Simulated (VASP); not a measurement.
A run of VASP 6.6.1:

The input INCAR:

```
  ALGO = Normal
  EDIFF = 1E-6
  ENCUT = 500
  GGA = PE
  GGA_COMPAT = F
  ISIF = 2
  ISMEAR = 0
  LASPH = T
  LCHARG = F
  LREAL = F
  LWAVE = F
  NBANDS = 15
  NELM = 120
  PREC = Accurate
  SIGMA = 0.1
```

Contents of KPOINTS:

```
k-points
0
Gamma
  9 9 8
```

POSCAR

```
HfB2
1.0
    3.1534259076      0.0000000000      0.0000000000
   -1.5767129538      2.7309469449      0.0000000000
    0.0000000000      0.0000000000      3.5022558138
Hf B
1 2
Direct
    0.0000000000      0.0000000000      0.0000000000
    0.3333333333      0.6666666667      0.5000000000
    0.6666666667      0.3333333333      0.5000000000
```

Potentials or basis: VASP PAW PBE potentials, release 64 (Hf_pv, B).

Command:

```sh
$ cat potpaw_PBE.64/Hf_pv/POTCAR potpaw_PBE.64/B/POTCAR > POTCAR
$ mpirun -np 1 vasp_std > vasp.out
```

Hardware: 1 thread of AMD EPYC 9R45 (Zen 5) (shared host).

Problem. How long does it take, and how much memory?

Solution. It took 27 s on 1 thread of AMD EPYC 9R45 (Zen 5), on a shared host, peak memory 0.13 GiB. Counts: scf iterations 13, k points 60.
